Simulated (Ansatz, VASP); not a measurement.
# Ti: VASP beside Ansatz

Contents of INCAR:

```
SYSTEM = Ti
PREC = Accurate ; ENCUT = 520
EDIFF = 1E-6 ; ISMEAR = -1
SIGMA = 0.1 ; LREAL = .FALSE.
LASPH = .TRUE. ; NELM = 100
ALGO = Normal ; ISIF = 2
LWAVE = .FALSE. ; LCHARG = .FALSE.
GGA = PE ; NBANDS = 19
```

KPOINTS

```
Automatic mesh
0
G
  15 15 15
  0 0 0
```

File POSCAR:

```
Ti
1.0
   -2.4969842691      2.4969842691      1.4018794898
    2.4969842691     -2.4969842691      1.4018794898
    2.4969842691      2.4969842691     -1.4018794898
Ti
2
Direct
   -0.3750000000     -0.1250000000     -0.2500000000
    0.3750000000      0.1250000000      0.2500000000
```

Input for Ansatz:

```yaml
crystal:
  lattice:
    - [-2.4969842691, 2.4969842691, 1.4018794898]
    - [2.4969842691, -2.4969842691, 1.4018794898]
    - [2.4969842691, 2.4969842691, -1.4018794898]
  atoms:
    - { symbol: Ti, position: [-0.375, -0.125, -0.25] }
    - { symbol: Ti, position: [0.375, 0.125, 0.25] }
kpoints:
  mp_grid: { grid: [15, 15, 15] }
scf:
  occupations: { method: fermi_dirac, width: 0.1 }
hamiltonian:
  xc: pbe
  pseudopotentials: { kind: nc }
output:
  forces: true
  stress: true
  eigenvalues: true
```

Change from the starting cell: volume scaled by 1, norm-conserving files.

Alike in both runs: task single point; functional PBE; k mesh 15 × 15 × 15; occupations fermi-dirac, width 0.1 eV; no spin polarisation.

|  | VASP | Ansatz |
| --- | --- | --- |
| version | VASP 6.6.1 | Ansatz 0.2.0 |
| potentials or method | VASP PAW PBE potentials, release 64 (Ti_sv) | norm-conserving pseudopotentials, scalar-relativistic |
| plane-wave cutoff (eV) | 520 | 1155 |
| valence electrons in the cell | 24 | 24 |

|  | VASP | Ansatz | Ansatz less VASP |
| --- | --- | --- | --- |
| pressure (GPa) | -0.1 | 0.0 | +0.13 |
| traceless stress, the component that is largest in VASP (GPa) | -0.08 | 0.00 | +0.085 |
